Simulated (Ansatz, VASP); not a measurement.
One calculation of GaN, two programs

```
Ga N
1.0
     0.00000    1.98584    1.98584
     1.98584    0.00000    1.98584
     1.98584    1.98584    0.00000
Ga N
1 1
Direct
  0.50000 0.50000 0.50000
  0.00000 0.00000 0.00000
```

Change from the starting cell: volume scaled by 0.99, PAW files.

Alike in both runs: task electric field gradients; functional PBEsol; k mesh 13 × 13 × 13; occupations fermi-dirac, width 0.02 eV; no spin polarisation.

```csv
,VASP,Ansatz
version,VASP 6.6.1,Ansatz 0.2.0
potentials or method,"VASP PAW PBE potentials, release 64 (Ga_d, N)","PAW with Ansatz's default frozen-core files, scalar-relativistic"
plane-wave cutoff (eV),520,420
valence electrons in the cell,18,18
```

Ansatz gave:

* gap on the k mesh at the Fermi level (eV): 1.90
* pressure (GPa): 63.5

Problem. Which values does VASP return?

Solution. gap on the k mesh at the Fermi level (eV): 1.89; pressure (GPa): 64.3.

VASP's potentials were made for PBE, not for PBEsol. Both programs put the cell under a high pressure, so it lies far from rest at this level.

Noted on VASP's run: the cell as given lies far from equilibrium.
